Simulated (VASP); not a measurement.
# Mg (P6_3/mmc) in VASP: a series of runs

The runs below take Mg through single point, relaxation of cell and atoms, with PBEsol.

All numbers are computed with VASP 6.6.1; they aren't measurements. Logs are shortened: lines on timing, memory, paths and dates and some standing lists are left out, and cuts for length are marked.

### Step 1. The cell of the first run

It takes space group P6_3/mmc (No. 194, hexagonal). The conventional cell has a = 3.170 Å, b = 3.170 Å, c = 5.166 Å, α = 90.00°, β = 90.00°, γ = 120.00°. Within 4.2 Å of Mg (site symmetry -6m2) lie 12 Mg at 3.17 Å.

### Step 2. Single point, PBEsol

File INCAR:

```
  PREC = Accurate
  ENCUT = 520
  EDIFF = 1E-6
  ISMEAR = 1
  SIGMA = 0.02
  LREAL = False
  LASPH = True
  NELM = 60
  ALGO = Normal
  ISIF = 2
  LWAVE = False
  LCHARG = True
  GGA = PS
  LELF = True
  LVHAR = True
  NBANDS = 9
```

File KPOINTS:

```
Automatic mesh
0
Gamma
  9 9 5
```

File POSCAR:

```
Mg
1.0
    3.1700206472      0.0000000000      0.0000000000
   -1.5850103236      2.7453184110      0.0000000000
    0.0000000000      0.0000000000      5.1658249990
Mg
2
Direct
    0.3333333333      0.6666666667      0.2500000000
    0.6666666667      0.3333333333      0.7500000000
```

Potentials or basis: VASP PAW PBE potentials, release 64 (Mg).

Launch:

```
> cat potpaw_PBE.64/Mg/POTCAR > POTCAR
> mpirun -np 1 vasp_std > vasp.out
```

OUTCAR:

```text
PREC = Accurate
   ENCUT = 520
   EDIFF = 1E-6
   ISMEAR = 1
   LREAL = False
   LASPH = True
   NELM = 60
   ISIF = 2
   GGA = PS

 ion  position               nearest neighbor table
   1  0.333  0.667  0.250-   2 3.17   2 3.17   2 3.17   2 3.17   2 3.17   2 3.17
   2  0.667  0.333  0.750-   1 3.17   1 3.17   1 3.17   1 3.17   1 3.17   1 3.17

  LATTYP: Found a hexagonal cell.
 ALAT       =     3.1700206472
 C/A-ratio  =     1.6295871775

  Lattice vectors:

 A1 = (   3.1700206472,   0.0000000000,   0.0000000000)
 A2 = (  -1.5850103236,   2.7453184110,   0.0000000000)
 A3 = (   0.0000000000,   0.0000000000,   5.1658249990)

Analysis of symmetry for initial positions (statically):
=====================================================================
 Subroutine PRICEL returns:
 Original cell was already a primitive cell.

 Routine SETGRP: Setting up the symmetry group for a
 hexagonal supercell.

 Subroutine GETGRP returns: Found 24 space group operations
 (whereof 12 operations were pure point group operations)
 out of a pool of 24 trial point group operations.

The static configuration has the point symmetry D_3d.
 The point group associated with its full space group is D_6h.

Analysis of symmetry for dynamics (positions and initial velocities):
=====================================================================
 Subroutine PRICEL returns:
 Original cell was already a primitive cell.

 Routine SETGRP: Setting up the symmetry group for a
 hexagonal supercell.

 Subroutine GETGRP returns: Found 24 space group operations
 (whereof 12 operations were pure point group operations)
 out of a pool of 24 trial point group operations.

The dynamic configuration has the point symmetry D_3d.
 The point group associated with its full space group is D_6h.

 Subroutine INISYM returns: Found 24 space group operations
 (whereof 12 operations are pure point group operations),
 and found     1 'primitive' translations

----------------------------------------------------------------------------------------

                                     Primitive cell

  volume of cell :      44.9567

  direct lattice vectors                    reciprocal lattice vectors
     3.170020647  0.000000000  0.000000000     0.315455359  0.182128236  0.000000000
    -1.585010324  2.745318411  0.000000000     0.000000000  0.364256472  0.000000000
     0.000000000  0.000000000  5.165824999     0.000000000  0.000000000  0.193579922

  length of vectors
     3.170020647  3.170020647  5.165824999     0.364256472  0.364256472  0.193579922

[... 88 lines left out ...]
   POTIM  = 0.5000    time-step for ionic-motion
   TEBEG  =    0.0;   TEEND  =   0.0 temperature during run
   PSTRESS=    0.0 pullay stress
   NELECT =       4.0000    total number of electrons
   NUPDOWN=      -1.0000    fix difference up-down
   EMIN   =  10.00;   EMAX   =-10.00  energy-range for DOS
   EFERMI =   0.00;   METHOD = LEGACY
   ISMEAR =     1;   SIGMA  =   0.02  broadening in eV -4-tet -1-fermi 0-gaus
   EFERMI_NEDOS =   21; number of points for ismear=-14 and -15
   IALGO  =     38    algorithm
   IMIX   =      4    mixing-type and parameters
     AMIX     =   0.40;   BMIX     =  1.00
     AMIX_MAG =   1.60;   BMIX_MAG =  1.00
  volume/ion in A,a.u.               =      22.48       151.69
  Fermi-wavevector in a.u.,A,eV,Ry     =   0.730853  1.381112  7.267498  0.534146
  Thomas-Fermi vector in A             =   1.822925
   LORBIT       =      0    0 simple, 1 ext, 2 COOP (PROOUT), +10 PAW based schemes
   GGA     = PS    functional components
   LHFCALC =     F    Hartree Fock is set to
   AEXX    =    0.0000 exact exchange contribution
   IVDW    =     0    specifies the selected vdW correction
   LEPSILON=     F    determine dielectric tensor
   LRPA    =     F    only Hartree local field effects (RPA)
 non-spin polarized calculation
 Methfessel and Paxton  Order N= 1 SIGMA  =   0.02
  energy-cutoff  :      520.00
  volume of cell :       44.96
 maximum number of plane-waves:      1220
 NGX is ok and might be reduce to    24
   NGX = 11   NGY = 11   NGZ = 19

 number of electron       4.0000000 magnetization

 Free energy of the ion-electron system (eV)
  ---------------------------------------------------
  ext. energy  EPLUGINS =         0.00000000
  ---------------------------------------------------
  free energy    TOTEN  =        -3.44207685 eV

  energy without entropy =       -3.44191456  energy(sigma->0) =       -3.44202276

 E-fermi :   2.6585     XC(G=0):  -8.6001

 val. band max:        2.6564861594   @ k =   0.4444   0.0000   0.4000
 cond. band min:       2.7555595348   @ k =   0.4444   0.1111   0.4000
 fundamental gap:      0.0990733754
 Fermi energy:         2.6584662916

 k-point     1 :       0.0000    0.0000    0.0000
  band No.  band energies     occupation
      1      -4.3182      2.00000
      2       0.9631      2.00000
      3       1.4295      2.00000
      4      13.7893      0.00000
      5      13.7893      0.00000
      6      13.9594      0.00000
      7      13.9594      0.00000
      8      14.6199      0.00000
      9      16.3753      0.00000
[... 265 lines left out ...]
 k-point    24 :       0.3333    0.3333    0.2000
  band No.  band energies     occupation
      1       2.2689      2.00000
      2       2.3164      2.00000
      3       2.3164      2.00000
      4       5.3964      0.00000
      5       5.7701      0.00000
      6       5.7701      0.00000
      7       9.6311      0.00000
      8      10.3075      0.00000
      9      10.3075      0.00000

 [... further k-points ...]

------------------------ aborting loop because EDIFF is reached ----------------------------------------

  FORCE on cell =-STRESS in cart. coord.  units (eV):
  Direction    XX          YY          ZZ          XY          YZ          ZX
  --------------------------------------------------------------------------------------
  -------------------------------------------------------------------------------------
  Total       -0.0107234     -0.0107234     -0.0163473      0.0000000      0.0000000     -0.0000000
  in kB       -0.3821641     -0.3821641     -0.5825876      0.0000000      0.0000000     -0.0000000
  external PRESSURE =      -0.4489719 kB  Pullay stress =       0.0000000 kB

 VOLUME and BASIS-vectors are now :
 -----------------------------------------------------------------------------
  energy-cutoff  :      520.00
  volume of cell :       44.96
      direct lattice vectors                 reciprocal lattice vectors
     3.170020647  0.000000000  0.000000000     0.315455359  0.182128236  0.000000000
    -1.585010324  2.745318411  0.000000000     0.000000000  0.364256472  0.000000000
     0.000000000  0.000000000  5.165824999     0.000000000  0.000000000  0.193579922

 POSITION                                       TOTAL-FORCE (eV/Angst)
 -----------------------------------------------------------------------------------
     -0.00000      1.83021      1.29146        -0.000000      0.000000      0.000000
      1.58501      0.91511      3.87437         0.000000     -0.000000      0.000000
 -----------------------------------------------------------------------------------
    total drift:                                0.000000     -0.000000      0.000000

  FREE ENERGIE OF THE ION-ELECTRON SYSTEM (eV)
  ---------------------------------------------------
  free  energy   TOTEN  =        -3.4420768535 eV

  energy  without entropy=       -3.4419145622  energy(sigma->0) =       -3.44202276
```

OSZICAR:

```text
N       E                     dE             d eps       ncg     rms          rms(c)
DAV:   1    -0.921795426903E+00   -0.92180E+00   -0.13824E+03   656   0.321E+02
DAV:   2    -0.342764960583E+01   -0.25059E+01   -0.24379E+01   910   0.271E+01
DAV:   3    -0.346222931775E+01   -0.34580E-01   -0.34527E-01   877   0.259E+00
DAV:   4    -0.346231276646E+01   -0.83449E-04   -0.83446E-04   831   0.124E-01
DAV:   5    -0.346231320434E+01   -0.43788E-06   -0.43807E-06   819   0.811E-03    0.967E-01
DAV:   6    -0.345169087129E+01    0.10622E-01   -0.56370E-04   730   0.153E-01    0.616E-01
DAV:   7    -0.344207258348E+01    0.96183E-02   -0.23424E-03   675   0.279E-01    0.313E-02
DAV:   8    -0.344207715092E+01   -0.45674E-05   -0.18745E-05   917   0.260E-02    0.631E-03
DAV:   9    -0.344207685354E+01    0.29738E-06   -0.89614E-07   675   0.410E-03
   1 F= -.34420769E+01 E0= -.34420228E+01  d E =-.162291E-03
```

stdout:

```text
POSCAR found type information on POSCAR Mg
 POSCAR found :  1 types and       2 ions
 scaLAPACK will be used
 -----------------------------------------------------------------------------
|                                                                             |
|                                                                             |
|     You enforced a specific xc type in the INCAR file but a different       |
|     I HOPE YOU KNOW WHAT YOU ARE DOING!                                     |
|                                                                             |
 -----------------------------------------------------------------------------

 LDA part: xc-table for (Slater+PW92), standard interpolation
 POSCAR, INCAR and KPOINTS ok, starting setup
 FFT: planning ... GRIDC
 FFT: planning ... GRID_SOFT
 FFT: planning ... GRID
 WAVECAR not read
 entering main loop
```

Run time: 5.7 s. Hardware: 1 thread of Intel Xeon Platinum 8488C (Sapphire Rapids), shared host; peak memory 0.16 GiB.

Results:

| Item | Value |
| --- | --- |
| Free energy | -3.4421 eV |
| Pressure | 0.0 GPa |
| Band gap on the k mesh | zero (bands 2 and 3 overlap by 2.24 eV) |

Levels at points of the mesh, in eV from the Fermi level:
| k point | band 1 | band 2 | band 3 | band 4 | band 5 |
| --- | --- | --- | --- | --- | --- |
| (0.00, 0.00, 0.00) | -6.98 | -1.70 | -1.23 | 11.13 | 11.13 |

Caveat: the PAW data sets were made with another functional, which shifts forces and pressure a little.

(Part 1 of 2 ends here.)

The gap in the log of VASP goes by the Fermi energy; the results here count the filled bands.